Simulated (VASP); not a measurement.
# La7Si16 (a cell with a defect) in VASP: single point with PBEsol

Aim: the single point of La7Si16 (a cell with a defect) with PBEsol.

All numbers are computed with VASP 6.6.1; they aren't measurements. Logs are shortened: lines on timing, memory, paths and dates and some standing lists are left out, and cuts for length are marked.

## Step 1: The cell of the first run

The cell holds a defect, 23 atoms: a = 8.637 Å, b = 8.637 Å, c = 7.577 Å, α = 73.44°, β = 73.44°, γ = 90.00°.

## Step 2: Single point, PBEsol

The input, INCAR:

```
ALGO     = Normal         # electronic algorithm
EDIFF    = 1E-7           # SCF threshold, eV
ENCUT    = 520            # plane-wave cutoff, eV
GGA      = PS             # functional
ISIF     = 2              # what is computed and relaxed
ISMEAR   = 0              # smearing method
LASPH    = True           # aspherical terms in the spheres
LCHARG   = False          # write CHGCAR
LREAL    = Auto         
LWAVE    = False          # write WAVECAR
NBANDS   = 88             # bands
NELM     = 100            # most SCF steps
PREC     = Accurate       # precision mode
SIGMA    = 0.1            # smearing width, eV
```

The input, KPOINTS:

```
k-points
0
Gamma
  2 2 2
```

The input, POSCAR:

```
La7Si16
1.0
    0.0000000000      8.6365240000      0.0000000000
    8.6365240000      0.0000000000      0.0000000000
    2.1591310000      2.1591310000     -6.9348390000
Si La
16 7
Direct
    0.2032223765      0.2078833952      0.1704065516
    0.0834822030      0.3226317729      0.6711199784
    0.1680924889      0.4165542543      0.3330785329
    0.2921138833      0.2924533717      0.8319270282
    0.2080877449      0.7077671298      0.1678064913
    0.0843623891      0.8373180921      0.6673648804
    0.1629658643      0.9165717132      0.3309282306
    0.2930618062      0.7932327083      0.8306946996
    0.7088371590      0.2083574521      0.1683945366
    0.5822990865      0.3326181963      0.6696661595
    0.6678896807      0.4184811223      0.3290744024
    0.7922208932      0.2923207019      0.8303587149
    0.7086345221      0.7087334045      0.1668156968
    0.5840952212      0.8322788654      0.6657533073
    0.6778791216      0.9171655521      0.3277062380
    0.7930023847      0.7980521015      0.8284221162
    0.3735138383      0.1254126346     -0.4967981232
    0.0008271098      0.4989904913      0.0003018095
    0.3747342537      0.6256633312      0.4995980440
    0.5016504586      0.0000347623     -0.0015877802
    0.8745142865      0.1260705839      0.4994182273
    0.5015201082      0.4992920127     -0.0007009535
    0.8753895286      0.6269181528      0.4956148225
```

Potentials or basis: VASP PAW PBE potentials, release 64 (Si, La).

Run with:

```console
$ cat potpaw_PBE.64/Si/POTCAR potpaw_PBE.64/La/POTCAR > POTCAR
$ mpirun -np 1 vasp_std > vasp.out
```

OUTCAR:

```text
EDIFF = 1E-7
   ENCUT = 520
   GGA = PS
   ISIF = 2
   ISMEAR = 0
   LASPH = True
   LREAL = Auto
   NELM = 100
   PREC = Accurate

 ion  position               nearest neighbor table
   1  0.203  0.208  0.170-   4 2.35   3 2.43   7 2.44  21 3.12  17 3.18  18 3.24  22 3.30  20 3.31

   2  0.083  0.323  0.671-   3 2.35   4 2.42  12 2.44  18 3.19  17 3.20  21 3.23  19 3.33  23 3.36

   3  0.168  0.417  0.333-   2 2.35   1 2.43   5 2.44  18 3.16  22 3.17  17 3.25  19 3.26  21 3.27
                            23 3.27
   4  0.292  0.292  0.832-   1 2.35   2 2.42  10 2.43  17 3.14  19 3.16  18 3.26  22 3.27  20 3.28

   5  0.208  0.708  0.168-   8 2.34   7 2.43   3 2.44  23 3.14  19 3.15  18 3.27  20 3.28  22 3.28

   6  0.084  0.837  0.667-   7 2.33   8 2.43  16 2.44  18 3.19  17 3.23  21 3.26  19 3.28  23 3.31

   7  0.163  0.917  0.331-   6 2.33   5 2.43   1 2.44  20 3.19  23 3.23  21 3.26  19 3.29  17 3.31

   8  0.293  0.793  0.831-   5 2.34   6 2.43  14 2.44  17 3.14  19 3.15  20 3.26  18 3.28  22 3.28

   9  0.709  0.208  0.168-  12 2.34  11 2.43  15 2.44  21 3.14  17 3.18  18 3.26  22 3.26  20 3.28

  10  0.582  0.333  0.670-  11 2.36  12 2.43   4 2.43  22 3.14  20 3.14  17 3.26  21 3.27  19 3.28
                            23 3.29
  11  0.668  0.418  0.329-  10 2.36   9 2.43  13 2.43  22 3.14  18 3.14  23 3.26  21 3.27  19 3.28
                            17 3.29
  12  0.792  0.292  0.830-   9 2.34  10 2.43   2 2.44  21 3.15  23 3.18  22 3.26  20 3.26  18 3.27

  13  0.709  0.709  0.167-  16 2.35  15 2.42  11 2.43  23 3.13  19 3.16  20 3.26  22 3.27  18 3.28

  14  0.584  0.832  0.666-  15 2.35  16 2.43   8 2.44  22 3.16  20 3.17  23 3.25  19 3.26  21 3.27
                            17 3.28
  15  0.678  0.917  0.328-  14 2.35  13 2.42   9 2.44  20 3.19  23 3.20  21 3.23  19 3.33  17 3.36

  16  0.793  0.798  0.828-  13 2.35  14 2.43   6 2.44  21 3.12  23 3.19  20 3.24  22 3.30  18 3.32

  17  0.374  0.125  0.503-   4 3.14   8 3.14   9 3.18   1 3.18   2 3.20   6 3.23   3 3.25  10 3.26
                            14 3.28  11 3.29   7 3.31  15 3.36
  18  0.001  0.499  0.000-  11 3.14   3 3.16   6 3.19   2 3.19   1 3.24   4 3.26   9 3.26   5 3.27
                            12 3.27  13 3.28   8 3.28  16 3.32
  19  0.375  0.626  0.500-   5 3.15   8 3.15   4 3.16  13 3.16  14 3.26   3 3.26  11 3.28  10 3.28
                             6 3.28   7 3.29   2 3.33  15 3.33
  20  0.502  0.000  0.998-  10 3.14  14 3.17   7 3.19  15 3.19  16 3.24  13 3.26  12 3.26   8 3.26
                             4 3.28   9 3.28   5 3.28   1 3.31
  21  0.875  0.126  0.499-  16 3.12   1 3.12   9 3.14  12 3.15   2 3.23  15 3.23   7 3.26   6 3.26
                            10 3.27  11 3.27   3 3.27  14 3.27
  22  0.502  0.499  0.999-  11 3.14  10 3.14  14 3.16   3 3.17  12 3.26   9 3.26   4 3.27  13 3.27
                             5 3.28   8 3.28   1 3.30  16 3.30
  23  0.875  0.627  0.496-  13 3.13   5 3.14  12 3.18  16 3.19  15 3.20   7 3.23  14 3.25  11 3.26
                             3 3.27  10 3.29   6 3.31   2 3.36

  LATTYP: Found a base centered monoclinic cell.
 ALAT       =    12.2138893726
 B/A-ratio  =     1.0000000000
 C/A-ratio  =     0.6203850082
 COS(beta)  =    -0.4029755663

  Lattice vectors:

 A1 = (   0.0000000000,  -8.6365240000,   0.0000000000)
 A2 = (  -8.6365240000,   0.0000000000,   0.0000000000)
 A3 = (   2.1591310000,   2.1591310000,  -6.9348390000)

Analysis of symmetry for initial positions (statically):
=====================================================================
 Subroutine PRICEL returns:
 Original cell was already a primitive cell.

 Routine SETGRP: Setting up the symmetry group for a
 base centered monoclinic supercell.

 Subroutine GETGRP returns: Found  1 space group operations
 (whereof  1 operations were pure point group operations)
 out of a pool of  4 trial point group operations.

The static configuration has the point symmetry C_1 .

Analysis of symmetry for dynamics (positions and initial velocities):
=====================================================================
 Subroutine PRICEL returns:
 Original cell was already a primitive cell.

 Routine SETGRP: Setting up the symmetry group for a
 base centered monoclinic supercell.

 Subroutine GETGRP returns: Found  1 space group operations
 (whereof  1 operations were pure point group operations)
 out of a pool of  4 trial point group operations.

The dynamic configuration has the point symmetry C_1 .

 Subroutine INISYM returns: Found  1 space group operations
 (whereof  1 operations are pure point group operations),
 and found     1 'primitive' translations

----------------------------------------------------------------------------------------

                                     Primitive cell

  volume of cell :     517.2665

  direct lattice vectors                    reciprocal lattice vectors
     0.000000000  8.636524000  0.000000000     0.000000000  0.115787324  0.036049864
     8.636524000  0.000000000  0.000000000     0.115787324  0.000000000  0.036049864
     2.159131000  2.159131000 -6.934839000     0.000000000  0.000000000 -0.144199454

  length of vectors
     8.636524000  8.636524000  7.577313858     0.121269522  0.121269522  0.144199454

  position of ions in fractional coordinates (direct lattice)
     0.203222377  0.207883395  0.170406552
     0.083482203  0.322631773  0.671119978
     0.168092489  0.416554254  0.333078533
     0.292113883  0.292453372  0.831927028
     0.208087745  0.707767130  0.167806491
     0.084362389  0.837318092  0.667364880
[... 15 lines left out ...]
     0.501520108  0.499292013  0.999299046
     0.875389529  0.626918153  0.495614823

  ion indices of the primitive-cell ions
   primitive index   ion index
                 1           1
                 2           2
                 3           3
                 4           4
                 5           5
                 6           6
[... 15 lines left out ...]
                22          22
                23          23

----------------------------------------------------------------------------------------

 KPOINTS: k-points

Automatic generation of k-mesh.
 Grid dimensions read from file:
 generate k-points for:    2    2    2

 Generating k-lattice:

  Cartesian coordinates                     Fractional coordinates (reciprocal lattice)
     0.000000000  0.057893662  0.018024932     0.500000000  0.000000000  0.000000000
     0.057893662  0.000000000  0.018024932     0.000000000  0.500000000  0.000000000
     0.000000000  0.000000000 -0.072099727     0.000000000  0.000000000  0.500000000

  Length of vectors
     0.060634761  0.060634761  0.072099727

  Shift w.r.t. Gamma in fractional coordinates (k-lattice)
     0.000000000  0.000000000  0.000000000

 Subroutine IBZKPT returns following result:
 ===========================================

 Found      8 irreducible k-points:

 Following reciprocal coordinates:
            Coordinates               Weight
  0.000000  0.000000  0.000000      1.000000
  0.500000  0.000000  0.000000      1.000000
  0.000000  0.500000  0.000000      1.000000
  0.500000  0.500000  0.000000      1.000000
  0.000000  0.000000  0.500000      1.000000
  0.500000  0.000000  0.500000      1.000000
  0.000000  0.500000  0.500000      1.000000
  0.500000  0.500000  0.500000      1.000000
   k-points           NKPTS =      8   k-points in BZ     NKDIM =      8   number of bands    NBANDS=     88
   number of dos      NEDOS =    301   number of ions     NIONS =     23
   total plane-waves  NPLWV = 229376
   dimension x,y,z NGX =    64 NGY =   64 NGZ =   56
   dimension x,y,z NGXF=   128 NGYF=  128 NGZF=  112
   ions per type =              16   7
   NGX,Y,Z   is equivalent  to a cutoff of  12.32, 12.32, 12.29 a.u.
   NGXF,Y,Z  is equivalent  to a cutoff of  24.64, 24.64, 24.57 a.u.
 SYSTEM =  unknown system
   PREC   = accura    normal or accurate (medium, high low for compatibility)
   ISTART =      0    job   : 0-new  1-cont  2-samecut
   ICHARG =      2    charge: 1-file 2-atom 10-const
   ISPIN  =      1    spin polarized calculation?
   LNONCOLLINEAR =      F non collinear calculations
   LSORBIT =      F    spin-orbit coupling
   LASPH  =      T    aspherical Exc in radial PAW
   ENCUT  =  520.0 eV  38.22 Ry    6.18 a.u.  16.06 16.06 14.09*2*pi/ulx,y,z
   NELM   =    100;   NELMIN=  2; NELMDL= -5     # of ELM steps
   EDIFF  = 0.1E-06   stopping-criterion for ELM
   LREAL  =      T    real-space projection
   EDIFFG = 0.1E-05   stopping-criterion for IOM
   NSW    =      0    number of steps for IOM
   IBRION =     -1    ionic relax: 0-MD 1-quasi-New 2-CG
   NFREE  =      0    steps in history (QN), initial steepest desc. (CG)
   ISIF   =      2    stress and relaxation
   ISYM   =      2    0-nonsym 1-usesym 2-fastsym
   POTIM  = 0.5000    time-step for ionic-motion
   TEBEG  =    0.0;   TEEND  =   0.0 temperature during run
   PSTRESS=    0.0 pullay stress
   NELECT =     141.0000    total number of electrons
   NUPDOWN=      -1.0000    fix difference up-down
   EMIN   =  10.00;   EMAX   =-10.00  energy-range for DOS
   EFERMI =   0.00;   METHOD = LEGACY
   ISMEAR =     0;   SIGMA  =   0.10  broadening in eV -4-tet -1-fermi 0-gaus
   EFERMI_NEDOS =   21; number of points for ismear=-14 and -15
   IALGO  =     38    algorithm
   IMIX   =      4    mixing-type and parameters
     AMIX     =   0.40;   BMIX     =  1.00
     AMIX_MAG =   1.60;   BMIX_MAG =  1.00
  volume/ion in A,a.u.               =      22.49       151.77
  Fermi-wavevector in a.u.,A,eV,Ry     =   1.061475  2.005897 15.330080  1.126729
  Thomas-Fermi vector in A             =   2.196892
   LORBIT       =      0    0 simple, 1 ext, 2 COOP (PROOUT), +10 PAW based schemes
   GGA     = PS    functional components
   LHFCALC =     F    Hartree Fock is set to
   AEXX    =    0.0000 exact exchange contribution
   IVDW    =     0    specifies the selected vdW correction
   LEPSILON=     F    determine dielectric tensor
   LRPA    =     F    only Hartree local field effects (RPA)
 non-spin polarized calculation
 Gauss-broadening in eV      SIGMA  =   0.10
  energy-cutoff  :      520.00
  volume of cell :      517.27
 maximum number of plane-waves:     13970
   NGX = 33   NGY = 33   NGZ = 29

 number of electron     141.0000008 magnetization

 Free energy of the ion-electron system (eV)
  ---------------------------------------------------
  ext. energy  EPLUGINS =         0.00000000
  ---------------------------------------------------
  free energy    TOTEN  =      -143.07807799 eV

  energy without entropy =     -143.01989334  energy(sigma->0) =     -143.04898567

 E-fermi :   7.9693     XC(G=0): -10.1234

 val. band max:        7.9421777681   @ k =   0.0000   0.5000   0.0000
 cond. band min:       7.9758596637   @ k =   0.5000   0.5000   0.0000
 fundamental gap:      0.0336818955
 Fermi energy:         7.9693393761

 k-point     1 :       0.0000    0.0000    0.0000
  band No.  band energies     occupation
      1     -24.5434      2.00000
      2     -24.5348      2.00000
      3     -24.4957      2.00000
      4     -24.4768      2.00000
      5     -24.4739      2.00000
      6     -24.4703      2.00000
[... 669 lines left out ...]
     81       9.4051      0.00000
     82       9.4079      0.00000
 [bands above 82 left out]

------------------------ aborting loop because EDIFF is reached ----------------------------------------

  FORCE on cell =-STRESS in cart. coord.  units (eV):
  Direction    XX          YY          ZZ          XY          YZ          ZX
  --------------------------------------------------------------------------------------
  -------------------------------------------------------------------------------------
  Total      -10.7144158    -10.7561386     -7.1586475      0.1751946     -0.3539403     -0.3130053
  in kB      -33.1867504    -33.3159820    -22.1731406      0.5426466     -1.0962919     -0.9695003
  external PRESSURE =     -29.5586243 kB  Pullay stress =       0.0000000 kB

 VOLUME and BASIS-vectors are now :
 -----------------------------------------------------------------------------
  energy-cutoff  :      520.00
  volume of cell :      517.27
      direct lattice vectors                 reciprocal lattice vectors
     0.000000000  8.636524000  0.000000000     0.000000000  0.115787324  0.036049864
     8.636524000  0.000000000  0.000000000     0.115787324  0.000000000  0.036049864
     2.159131000  2.159131000 -6.934839000     0.000000000  0.000000000 -0.144199454

 POSITION                                       TOTAL-FORCE (eV/Angst)
 -----------------------------------------------------------------------------------
      2.16332      2.12307     -1.18174        -0.010960     -0.007371      0.000457
      4.23545      2.17003     -4.65411        -0.001315     -0.006299     -0.007193
      4.31674      2.17090     -2.30985         0.006999     -0.000778     -0.001860
      4.32202      4.31909     -5.76928        -0.006234     -0.006262     -0.010275
      6.47496      2.15947     -1.16371         0.001319     -0.002233     -0.006849
      8.67245      2.16953     -4.62807         0.000842     -0.001634     -0.015986
[... 15 lines left out ...]
      6.46977      6.48901     -6.92998         0.000373      0.000374     -0.005982
      6.48449      8.63042     -3.43701         0.003660     -0.005925      0.002459
 -----------------------------------------------------------------------------------
    total drift:                                0.002280      0.004688      0.013931

  FREE ENERGIE OF THE ION-ELECTRON SYSTEM (eV)
  ---------------------------------------------------
  free  energy   TOTEN  =      -143.0780779871 eV

  energy  without entropy=     -143.0198933433  energy(sigma->0) =     -143.04898567
```

It took 24 min on 1 thread of Oxide Virtual Turin-like, shared host; peak memory 0.61 GiB.

Results:

```yaml
Free_energy: -143.0781 eV
Pressure: -3.0 GPa
Largest_force: 0.016 eV/Å
Band_gap_on_the_k_mesh: zero (an odd number of electrons rules out a gap without spin polarisation)
```

Forces in eV/Å, atoms in the order of the input:
```
Si  -0.011 -0.007  0.000
Si  -0.001 -0.006 -0.007
Si   0.007 -0.001 -0.002
Si  -0.006 -0.006 -0.010
Si   0.001 -0.002 -0.007
Si   0.001 -0.002 -0.016
Si  -0.002 -0.001  0.011
Si  -0.005 -0.008 -0.001
Si   0.000  0.001 -0.008
Si   0.004  0.004 -0.005
Si  -0.011 -0.002  0.010
Si  -0.008  0.006  0.006
Si  -0.001  0.001  0.009
Si   0.006  0.003  0.005
Si   0.007 -0.003  0.003
Si  -0.004  0.006  0.003
La   0.005  0.011  0.001
La   0.004 -0.002 -0.005
La   0.001  0.010  0.012
La  -0.002  0.006  0.002
La   0.010 -0.001  0.003
La   0.000  0.000 -0.006
La   0.004 -0.006  0.002
```

Caveat: the k points lie up to 0.45 Å⁻¹ apart, too coarse for converged energies and pressures of a metal; the PAW data sets were made with another functional, which shifts forces and pressure a little; spin-orbit coupling is left out, which moves the levels of the heavy elements.
